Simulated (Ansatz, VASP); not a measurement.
Al2Si in VASP and in Ansatz

```xyz
6
Lattice="-1.7533 2.7682 5.2834 1.7533 -2.7682 5.2834 1.7533 2.7682 -5.2834" Properties=species:S:1:pos:R:3 pbc="T T T"
Al    0.0000    0.0040    1.5361
Al    0.0000    2.7642    1.5361
Al    1.7533    2.7642    3.7473
Al    1.7533    0.0040    3.7473
Si    0.0000    1.3841    5.2954
Si    1.7533    1.3841   -0.0120
```

Alike in both runs: functional PBE; k mesh 6 × 6 × 6; occupations gaussian, width 0.1 eV; no spin polarisation.

Ansatz relaxed the structure, and its values are those at the end. VASP's run is a single point on that final structure, the one shown.

|  | VASP | Ansatz |
| --- | --- | --- |
| version | VASP 6.6.1 | Ansatz 0.2.0 |
| potentials or method | VASP PAW PBE potentials, release 64 (Al, Si), cutoff 520 eV | scalar-relativistic, plane waves, PAW |
| valence electrons in the cell | 20 | 20 |

|  | VASP | Ansatz | Ansatz less VASP |
| --- | --- | --- | --- |
| gap on the k mesh at the Fermi level (eV) | none | none | - |
| pressure (GPa) | 0.1 | 0.2 | +0.04 |
| rms of the force components (eV/Å) | 0.019 | 0.019 | -0.0006 |

A gap of «none» marks a metal or a gap that the smearing closes. The functional is the same, so the differences come from potentials, cutoffs and numerics.
